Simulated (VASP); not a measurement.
# GdSbTe3 (Pm-3m) in VASP: further runs

The runs below take GdSbTe3 through single point, relaxation of cell and atoms, with PBE.

All numbers are computed with VASP 6.6.1; they aren't measurements. Logs are shortened: lines on timing, memory, paths and dates and some standing lists are left out, and cuts for length are marked.

### Step 1. The cell of the first run

The structure is cubic, space group Pm-3m (No. 221). Conventional cell: a = 5.292 Å, b = 5.292 Å, c = 5.292 Å, α = 90.00°, β = 90.00°, γ = 90.00°. Within 4.9 Å of Gd (site symmetry m-3m) lie 12 Te at 3.74 Å and 8 Sb at 4.58 Å. Sb (site symmetry m-3m) has 6 Te at 2.65 Å within 3.5 Å. Te (site symmetry 4/mmm) has 2 Sb at 2.65 Å within 3.5 Å.

The cell was built from a structure type or drawn by symmetry, and may not be a known phase.

### Step 2. Single point, PBE, collinear spin, ferromagnetic start

INCAR reads:

```
SYSTEM = GdSbTe3
  PREC = Accurate
  ENCUT = 520
  EDIFF = 1E-6
  ISMEAR = 0
  SIGMA = 0.1
  LREAL = .False.
  LASPH = .True.
  NELM = 150
  ALGO = Normal
  ISIF = 2
  LWAVE = .False.
  LCHARG = .True.
  ISPIN = 2
  MAGMOM = 7 0 0 0 0
  LORBIT = 11
  LMAXMIX = 6
  GGA = PE
  LELF = .True.
  LVHAR = .True.
  NBANDS = 32
```

KPOINTS reads:

```
Automatic mesh
0
Gamma
  4 4 4
  0 0 0
```

POSCAR reads:

```
GdSbTe3
1.0
    5.2921122600      0.0000000000      0.0000000000
    0.0000000000      5.2921122600      0.0000000000
    0.0000000000      0.0000000000      5.2921122600
Gd Sb Te
1 1 3
Direct
    0.0000000000      0.0000000000      0.0000000000
    0.5000000000      0.5000000000      0.5000000000
    0.0000000000      0.5000000000      0.5000000000
    0.5000000000      0.5000000000      0.0000000000
    0.5000000000      0.0000000000      0.5000000000
```

Potentials or basis: VASP PAW PBE potentials, release 64 (Gd, Sb, Te).

Command:

```bash
$ cat potpaw_PBE.64/Gd/POTCAR potpaw_PBE.64/Sb/POTCAR potpaw_PBE.64/Te/POTCAR > POTCAR
$ mpirun -np 1 vasp_std > vasp.out
```

OUTCAR:

```text
SYSTEM = GdSbTe3
   PREC = Accurate
   ENCUT = 520
   EDIFF = 1E-6
   ISMEAR = 0
   LREAL = .False.
   LASPH = .True.
   NELM = 150
   ISIF = 2
   ISPIN = 2
   LORBIT = 11
   GGA = PE

 ion  position               nearest neighbor table
   1  0.000  0.000  0.000-
   2  0.500  0.500  0.500-   3 2.65   4 2.65   5 2.65   4 2.65   5 2.65   3 2.65
   3  0.000  0.500  0.500-   2 2.65   2 2.65
   4  0.500  0.500  0.000-   2 2.65   2 2.65
   5  0.500  0.000  0.500-   2 2.65   2 2.65

  LATTYP: Found a simple cubic cell.
 ALAT       =     5.2921122600

  Lattice vectors:

 A1 = (   5.2921122600,   0.0000000000,   0.0000000000)
 A2 = (   0.0000000000,   5.2921122600,   0.0000000000)
 A3 = (   0.0000000000,   0.0000000000,   5.2921122600)

Analysis of symmetry for initial positions (statically):
=====================================================================
 Subroutine PRICEL returns:
 Original cell was already a primitive cell.

 Routine SETGRP: Setting up the symmetry group for a
 simple cubic supercell.

 Subroutine GETGRP returns: Found 48 space group operations
 (whereof 48 operations were pure point group operations)
 out of a pool of 48 trial point group operations.

The static configuration has the point symmetry O_h .

Analysis of symmetry for dynamics (positions and initial velocities):
=====================================================================
 Subroutine PRICEL returns:
 Original cell was already a primitive cell.

 Routine SETGRP: Setting up the symmetry group for a
 simple cubic supercell.

 Subroutine GETGRP returns: Found 48 space group operations
 (whereof 48 operations were pure point group operations)
 out of a pool of 48 trial point group operations.

The dynamic configuration has the point symmetry O_h .

Analysis of structural, dynamic, and magnetic symmetry:
=====================================================================
 Subroutine PRICEL returns:
 Original cell was already a primitive cell.

 Routine SETGRP: Setting up the symmetry group for a
 simple cubic supercell.

 Subroutine GETGRP returns: Found 48 space group operations
 (whereof 48 operations were pure point group operations)
[... 120 lines left out ...]
   AEXX    =    0.0000 exact exchange contribution
   IVDW    =     0    specifies the selected vdW correction
   LEPSILON=     F    determine dielectric tensor
   LRPA    =     F    only Hartree local field effects (RPA)
 spin polarized calculation
 Gauss-broadening in eV      SIGMA  =   0.10
  energy-cutoff  :      520.00
  volume of cell :      148.21
 maximum number of plane-waves:      4032
 NGX is ok and might be reduce to    40
   NGX = 19   NGY = 19   NGZ = 19

 number of electron      40.9999997 magnetization       6.7185397

 Free energy of the ion-electron system (eV)
  ---------------------------------------------------
  ext. energy  EPLUGINS =         0.00000000
  ---------------------------------------------------
  free energy    TOTEN  =       -24.03695504 eV

  energy without entropy =      -24.00215281  energy(sigma->0) =      -24.01955392

 E-fermi :   7.1220     XC(G=0):  -9.7413

 val. band max:        7.0904950382   @ k =   0.5000   0.5000   0.5000
 cond. band min:       7.1508375928   @ k =   0.5000   0.2500   0.0000
 fundamental gap:      0.0603425546
 Fermi energy:         7.1220467666

 spin component 1

 k-point     1 :       0.0000    0.0000    0.0000
  band No.  band energies     occupation
      1     -38.9646      1.00000
      2     -16.4255      1.00000
      3     -16.4255      1.00000
      4     -16.4255      1.00000
      5      -7.6959      1.00000
      6      -3.6318      1.00000
[... 339 lines left out ...]
     31       8.7200      0.00000
     32       8.7200      0.00000
 Fermi energy:         7.1220467666

 spin component 2

 k-point     1 :       0.0000    0.0000    0.0000
  band No.  band energies     occupation
      1     -35.9509      1.00000
      2     -14.2617      1.00000
      3     -14.2617      1.00000
      4     -14.2617      1.00000
      5      -7.7066      1.00000
      6      -3.6486      1.00000
[... 339 lines left out ...]
     31       9.5731      0.00000
     32       9.5776      0.00000

------------------------ aborting loop because EDIFF is reached ----------------------------------------

  FORCE on cell =-STRESS in cart. coord.  units (eV):
  Direction    XX          YY          ZZ          XY          YZ          ZX
  --------------------------------------------------------------------------------------
  -------------------------------------------------------------------------------------
  Total       13.9622029     13.9622029     13.9622029      0.0000000      0.0000000      0.0000000
  in kB      150.9306289    150.9306289    150.9306289      0.0000000      0.0000000      0.0000000
  external PRESSURE =     150.9306289 kB  Pullay stress =       0.0000000 kB

 VOLUME and BASIS-vectors are now :
 -----------------------------------------------------------------------------
  energy-cutoff  :      520.00
  volume of cell :      148.21
      direct lattice vectors                 reciprocal lattice vectors
     5.292112260  0.000000000  0.000000000     0.188960466  0.000000000  0.000000000
     0.000000000  5.292112260  0.000000000     0.000000000  0.188960466  0.000000000
     0.000000000  0.000000000  5.292112260     0.000000000  0.000000000  0.188960466

 POSITION                                       TOTAL-FORCE (eV/Angst)
 -----------------------------------------------------------------------------------
      0.00000      0.00000      0.00000         0.000000      0.000000      0.000000
      2.64606      2.64606      2.64606         0.000000      0.000000      0.000000
      0.00000      2.64606      2.64606         0.000000      0.000000      0.000000
      2.64606      2.64606      0.00000         0.000000      0.000000      0.000000
      2.64606      0.00000      2.64606         0.000000      0.000000      0.000000
 -----------------------------------------------------------------------------------
    total drift:                               -0.000000     -0.000000     -0.000000

  FREE ENERGIE OF THE ION-ELECTRON SYSTEM (eV)
  ---------------------------------------------------
  free  energy   TOTEN  =       -24.0369550396 eV

  energy  without entropy=      -24.0021528059  energy(sigma->0) =      -24.01955392

 total charge

# of ion       s       p       d       f       tot
--------------------------------------------------
    1        2.007   5.585   0.286   7.253  15.131
    2        1.240   1.207   0.155   0.000   2.602
    3        1.381   2.087   0.052   0.000   3.521
    4        1.381   2.087   0.052   0.000   3.521
    5        1.381   2.087   0.052   0.000   3.521
--------------------------------------------------
tot          7.391  13.053   0.598   7.253  28.295

 magnetization (x)

# of ion       s       p       d       f       tot
--------------------------------------------------
    1       -0.005  -0.077   0.065   6.549   6.532
    2       -0.001  -0.005  -0.000   0.000  -0.006
    3       -0.001  -0.016  -0.000   0.000  -0.016
    4       -0.001  -0.016  -0.000   0.000  -0.016
    5       -0.001  -0.016  -0.000   0.000  -0.016
--------------------------------------------------
tot         -0.009  -0.129   0.065   6.549   6.476
```

OSZICAR:

```text
N       E                     dE             d eps       ncg     rms          rms(c)
DAV:   1     0.263054024963E+03    0.26305E+03   -0.14330E+04  1896   0.438E+03
DAV:   2     0.185549137158E+02   -0.24450E+03   -0.22731E+03  2104   0.626E+02
[... 48 lines left out ...]
DAV:  51    -0.240369686531E+02   -0.96813E-05   -0.12199E-05  1584   0.428E-02    0.194E-01
DAV:  52    -0.240369717010E+02   -0.30479E-05   -0.19868E-06  1208   0.211E-02    0.165E-01
DAV:  53    -0.240369602723E+02    0.11429E-04   -0.53523E-06  1456   0.491E-02    0.106E-01
DAV:  54    -0.240369535494E+02    0.67229E-05   -0.27769E-06  1280   0.368E-02    0.834E-02
DAV:  55    -0.240369524843E+02    0.10651E-05   -0.20953E-06   928   0.256E-02    0.566E-02
DAV:  56    -0.240369544855E+02   -0.20012E-05   -0.92164E-07   760   0.182E-02    0.390E-02
DAV:  57    -0.240369550396E+02   -0.55407E-06   -0.70936E-07   736   0.133E-02
   1 F= -.24036955E+02 E0= -.24019554E+02  d E =-.348022E-01  mag=     6.7186
```

stdout:

```text
POSCAR found type information on POSCAR GdSbTe
 POSCAR found :  3 types and       5 ions
 scaLAPACK will be used
 LDA part: xc-table for (Slater+PW92), standard interpolation
 POSCAR, INCAR and KPOINTS ok, starting setup
 FFT: planning ... GRIDC
 FFT: planning ... GRID_SOFT
 FFT: planning ... GRID
 WAVECAR not read
 entering main loop
```

Wall time 7.5 min (1 thread of Oxide Virtual Turin-like, shared host); peak memory 0.32 GiB.

What came out:

```yaml
Free_energy: -24.0370 eV
Pressure: 15.1 GPa
Net_moment: 6.72 μB per cell
Site_moments: Gd +6.53; Sb -0.01; Te -0.02 μB
Valence_electrons_inside_the_program's_atomic_spheres: Gd 15.13; Sb 2.60; Te 3.52
```

Caveat: the cell stands under pressure; spin-orbit coupling is left out, which moves the levels of the heavy elements; a cell with one magnetic atom can't hold antiferromagnetic order, which such compounds often take; semilocal functionals describe open f shells poorly, which spoils levels, moments and volumes. The state reached can hang on the start; a lower one may exist.

### Step 3. Single point, PBE, collinear spin, ferromagnetic start

This run uses another cell than the first one, of 37.11 Å³/atom.

INCAR reads:

```
PREC = Accurate
ENCUT = 520
EDIFF = 1E-7
ISMEAR = 0
SIGMA = 0.1
LREAL = F
LASPH = T
NELM = 150
ALGO = Normal
ISIF = 2
LWAVE = F
LCHARG = F
ISPIN = 2
MAGMOM = 7 0 0 0 0
LORBIT = 11
LMAXMIX = 6
GGA = PE
NBANDS = 32
```

KPOINTS reads:

```
Automatic mesh
0
Gamma
  4 4 4
```

Edit POSCAR of step 2 so:

```diff
@@ -2,5 +2,5 @@
 1.0
-    5.2921122600      0.0000000000      0.0000000000
-    0.0000000000      5.2921122600      0.0000000000
-    0.0000000000      0.0000000000      5.2921122600
+    5.7036391405      0.0000000000      0.0000000000
+    0.0000000000      5.7036391405      0.0000000000
+    0.0000000000      0.0000000000      5.7036391405
 Gd Sb Te
```

Potentials or basis: VASP PAW PBE potentials, release 64 (Gd, Sb, Te).

Command:

```bash
$ cat potpaw_PBE.64/Gd/POTCAR potpaw_PBE.64/Sb/POTCAR potpaw_PBE.64/Te/POTCAR > POTCAR
$ mpirun -np 1 vasp_std > vasp.out
```

OUTCAR:

```text
PREC = Accurate
   ENCUT = 520
   EDIFF = 1E-7
   ISMEAR = 0
   LREAL = F
   LASPH = T
   NELM = 150
   ISIF = 2
   ISPIN = 2
   LORBIT = 11
   GGA = PE

 ion  position               nearest neighbor table
   1  0.000  0.000  0.000-
   2  0.500  0.500  0.500-   3 2.85   4 2.85   5 2.85   4 2.85   5 2.85   3 2.85
   3  0.000  0.500  0.500-   2 2.85   2 2.85
   4  0.500  0.500  0.000-   2 2.85   2 2.85
   5  0.500  0.000  0.500-   2 2.85   2 2.85

  LATTYP: Found a simple cubic cell.
 ALAT       =     5.7036391405

  Lattice vectors:

 A1 = (   5.7036391405,   0.0000000000,   0.0000000000)
 A2 = (   0.0000000000,   5.7036391405,   0.0000000000)
 A3 = (   0.0000000000,   0.0000000000,   5.7036391405)

Analysis of symmetry for initial positions (statically):
[... 895 lines left out ...]
  -------------------------------------------------------------------------------------
  Total        0.1768485      0.1768485      0.1768485      0.0000000     -0.0000000     -0.0000000
  in kB        1.5270587      1.5270587      1.5270587      0.0000000     -0.0000000     -0.0000000
  external PRESSURE =       1.5270587 kB  Pullay stress =       0.0000000 kB

 VOLUME and BASIS-vectors are now :
 -----------------------------------------------------------------------------
  energy-cutoff  :      520.00
  volume of cell :      185.55
      direct lattice vectors                 reciprocal lattice vectors
     5.703639140  0.000000000  0.000000000     0.175326660  0.000000000  0.000000000
     0.000000000  5.703639140  0.000000000     0.000000000  0.175326660  0.000000000
     0.000000000  0.000000000  5.703639140     0.000000000  0.000000000  0.175326660

 POSITION                                       TOTAL-FORCE (eV/Angst)
 -----------------------------------------------------------------------------------
      0.00000      0.00000      0.00000         0.000000      0.000000      0.000000
      2.85182      2.85182      2.85182         0.000000      0.000000      0.000000
      0.00000      2.85182      2.85182         0.000000      0.000000      0.000000
      2.85182      2.85182      0.00000         0.000000      0.000000      0.000000
      2.85182      0.00000      2.85182         0.000000      0.000000      0.000000
 -----------------------------------------------------------------------------------
    total drift:                               -0.000000     -0.000000      0.000000

  FREE ENERGIE OF THE ION-ELECTRON SYSTEM (eV)
  ---------------------------------------------------
  free  energy   TOTEN  =       -25.4797088334 eV

  energy  without entropy=      -25.4247082809  energy(sigma->0) =      -25.45220856

 total charge

# of ion       s       p       d       f       tot
--------------------------------------------------
    1        2.002   5.582   0.223   7.315  15.121
    2        1.242   1.053   0.090   0.000   2.385
    3        1.385   1.979   0.028   0.000   3.392
    4        1.385   1.979   0.028   0.000   3.392
    5        1.385   1.979   0.028   0.000   3.392
--------------------------------------------------
tot          7.401  12.571   0.396   7.315  27.682

 magnetization (x)

# of ion       s       p       d       f       tot
--------------------------------------------------
    1       -0.003  -0.077   0.061   6.486   6.467
    2       -0.001   0.009  -0.000   0.000   0.008
    3       -0.000  -0.024   0.000   0.000  -0.024
    4       -0.000  -0.024   0.000   0.000  -0.024
    5       -0.000  -0.024   0.000   0.000  -0.024
--------------------------------------------------
tot         -0.004  -0.141   0.062   6.486   6.403
```

Wall time 7.3 min (1 thread of Oxide Virtual Turin-like, shared host); peak memory 0.35 GiB.

Results:

```
Free energy                                           : -25.4797 eV
Pressure                                              : 0.2 GPa
Net moment                                            : 6.66 μB per cell
Site moments                                          : Gd +6.47; Sb +0.01; Te -0.02 μB
Valence electrons inside the program's atomic spheres : Gd 15.12; Sb 2.38; Te 3.39
```

Levels at points of the mesh, in eV from the Fermi level:
Spin up:
```tsv
k point	band 21	band 22	band 23	band 24	band 25	band 26	band 27	band 28
(0.00, 0.00, 0.00)	-1.10	-1.09	-1.09	-1.09	0.14	0.68	0.68	0.88
(0.50, 0.00, 0.00)	-1.91	-1.36	-1.36	-0.33	-0.10	1.01	1.48	2.01
(0.50, 0.50, 0.00)	-2.13	-1.16	-0.11	0.16	0.33	0.33	0.99	1.89
(0.50, 0.50, 0.50)	-0.14	-0.04	-0.04	-0.04	0.19	0.19	0.19	1.16
```
Spin down:
```tsv
k point	band 13	band 14	band 15	band 16	band 17	band 18	band 19	band 20	band 21	band 22
(0.00, 0.00, 0.00)	-1.19	-1.19	-1.10	-1.10	-1.10	0.10	0.13	0.13	0.13	0.20
(0.50, 0.00, 0.00)	-1.94	-1.88	-1.30	-1.30	-0.35	0.04	0.09	0.12	0.12	0.12
(0.50, 0.50, 0.00)	-2.09	-2.09	-1.17	-0.05	0.09	0.09	0.10	0.12	0.12	0.14
(0.50, 0.50, 0.50)	-1.14	-0.09	-0.09	-0.09	-0.04	-0.04	-0.04	0.08	0.11	0.11
```

Caveat: spin-orbit coupling is left out, which moves the levels of the heavy elements; a cell with one magnetic atom can't hold antiferromagnetic order, which such compounds often take; semilocal functionals describe open f shells poorly, which spoils levels, moments and volumes.

[end of part 1 of 2]
